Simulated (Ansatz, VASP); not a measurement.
**Two plane-wave programs on Mo**

```
Mo
1.0
    -1.70665    1.70665    1.33119
     1.70665   -1.70665    1.33119
     1.70665    1.70665   -1.33119
Mo
1
Cartesian
  0.0000 0.0000 0.0000
```

Alike in both runs: task single point; functional PBE; k mesh 24 × 24 × 24; occupations gaussian, width 0.15 eV; no spin polarisation.

|  | VASP | Ansatz |
| --- | --- | --- |
| version | VASP 6.6.1 | Ansatz 0.2.0 |
| potentials or method | VASP PAW PBE potentials, release 64 (Mo_sv), cutoff 520 eV | scalar-relativistic, plane waves, PAW |
| valence electrons in the cell | 14 | 14 |

VASP gave:

| Quantity | Value |
| --- | --- |
| gap on the k mesh at the Fermi level (eV) | none |
| pressure (GPa) | 12.2 |
| traceless stress, the component that is largest in VASP (GPa) | 19.94 |

Q: Estimate Ansatz's values.

A: gap on the k mesh at the Fermi level (eV): none; pressure (GPa): 11.7; traceless stress, the component that is largest in VASP (GPa): 19.87.

A gap of «none» marks a metal or a gap that the smearing closes. The functional is the same, so the differences come from potentials, cutoffs and numerics.
